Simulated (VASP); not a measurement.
Wanted: the native input for a VASP 6.6.1 run.

* Task: single point
* Functional: PBE
* Potentials or basis: VASP PAW PBE potentials, release 64 (Ti_sv, Te, S)
* Cutoff: 520 eV
* k mesh: 4 × 4 × 3
* Occupations: gaussian, width 0.15 eV
* Spin: collinear spin, ferromagnetic start
* Starting moments: [1.0, 1.0, 0.0, 0.0] μB
* Dipole correction: no
* Further INCAR settings: ALGO = Normal; EDIFF = 1e-07; NBANDS = 30

The structure of Ti2TeS lies in POSCAR:

```
Ti2TeS
1.0
    3.4687332905      0.0000000025      0.0000000000
   -1.7343666474      3.0040111473      0.0000000000
    0.0000000000      0.0000000000      6.9166871785
Ti Te S
2 1 1
Direct
    0.0000000000      0.0000000000      0.7203662173
    0.0000000000      0.0000000000      0.2796337827
    0.3333333333      0.6666666667      0.0000000000
    0.6666666667      0.3333333333      0.5000000000
```

These files were run (other wordings do the same):

INCAR

```
PREC = Accurate
ENCUT = 520
EDIFF = 1E-7
ISMEAR = 0
SIGMA = 0.15
LREAL = F
LASPH = T
NELM = 150
ALGO = Normal
ISIF = 2
LWAVE = F
LCHARG = T
ISPIN = 2
MAGMOM = 1 1 0 0
LORBIT = 11
LMAXMIX = 4
GGA = PE
LELF = T
LVHAR = T
NBANDS = 30
```

KPOINTS

```
regular mesh
0
Gamma
  4 4 3
```

Potentials or basis: VASP PAW PBE potentials, release 64 (Ti_sv, Te, S).

Launch:

```console
$ cat potpaw_PBE.64/Ti_sv/POTCAR potpaw_PBE.64/Te/POTCAR potpaw_PBE.64/S/POTCAR > POTCAR
$ mpirun -np 1 vasp_std > vasp.out
```

It gave:

```
Pressure                                              : -0.1 GPa
Largest force                                         : 0.020 eV/Å
Band gap on the k mesh                                : zero (filled and empty bands overlap)
Net moment                                            : 0.00 μB per cell
Valence electrons inside the program's atomic spheres : Ti 10.25; Te 3.53; S 3.73
```

Caveat: the k points lie up to 0.52 Å⁻¹ apart; spin-orbit coupling is left out, which moves the levels of the heavy elements.

Run time: 28 s on 1 thread of Intel(R) Xeon(R) 6975P-C (Granite Rapids), on a shared host, peak memory 0.23 GiB.
